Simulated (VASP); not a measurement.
Set up this calculation in VASP 6.6.1, as the native input.

```yaml
Task: single point
Functional: PBEsol
Potentials_or_basis: VASP PAW PBE potentials, release 64 (Hf_pv, In_d, Si, O)
Cutoff: 520 eV
k_mesh: 4 × 4 × 2
Occupations: fermi-dirac, width 0.05 eV
Spin: no spin polarisation
Dipole_correction: no
Further_INCAR_settings: ALGO = Normal; EDIFF = 1e-07; NBANDS = 63
```

The structure of HfIn4SiO6 lies in POSCAR:

```
HfIn4SiO6
1.0
    2.6825537329     -4.6428536973      0.0188302198
    2.6825537329      4.6428536973      0.0188302198
   -1.8268795666      0.0000000000      7.2001878132
Hf In Si O
1 4 1 6
Direct
    0.7883196059      0.2116803941      0.0000000000
    0.6209595681      0.3790404319      0.5000000000
    0.4550465233      0.5449534767      0.0000000000
    0.2847038852      0.7152961148      0.5000000000
    0.9584065080      0.0415934920      0.5000000000
    0.1216392473      0.8783607527      0.0000000000
    0.0622061157      0.1139667664      0.8635926135
    0.8860332336      0.9377938843      0.1364073865
    0.7957783064      0.5385671972      0.8633200893
    0.4614328028      0.2042216936      0.1366799107
    0.1527610740      0.6284468705      0.1363499836
    0.3715531295      0.8472389260      0.8636500164
```

One way to write it, as run:

INCAR

```
ALGO = Normal
EDIFF = 1E-7
ENCUT = 520
GGA = PS
ISIF = 2
ISMEAR = -1
LASPH = T
LCHARG = F
LREAL = F
LWAVE = F
NBANDS = 63
NELM = 80
PREC = Accurate
SIGMA = 0.05
```

KPOINTS

```
k-points
0
Gamma
  4 4 2
```

Potentials or basis: VASP PAW PBE potentials, release 64 (Hf_pv, In_d, Si, O).

Command:

```console
$ cat potpaw_PBE.64/Hf_pv/POTCAR potpaw_PBE.64/In_d/POTCAR potpaw_PBE.64/Si/POTCAR potpaw_PBE.64/O/POTCAR > POTCAR
$ mpirun -np 1 vasp_std > vasp.out
```

It gave:

| Quantity | Value |
| --- | --- |
| Pressure | -0.4 GPa |
| Largest force | 0.141 eV/Å |
| Band gap on the k mesh | zero (bands 51 and 52 overlap by 1.14 eV) |

Caveat: the k points lie up to 0.44 Å⁻¹ apart, too coarse for converged energies and pressures of a metal; the PAW data sets were made with another functional, which shifts forces and pressure a little; spin-orbit coupling is left out, which moves the levels of the heavy elements.

It took 110 s on 1 thread of Intel(R) Xeon(R) 6975P-C (Granite Rapids), on a shared host, peak memory 0.37 GiB.
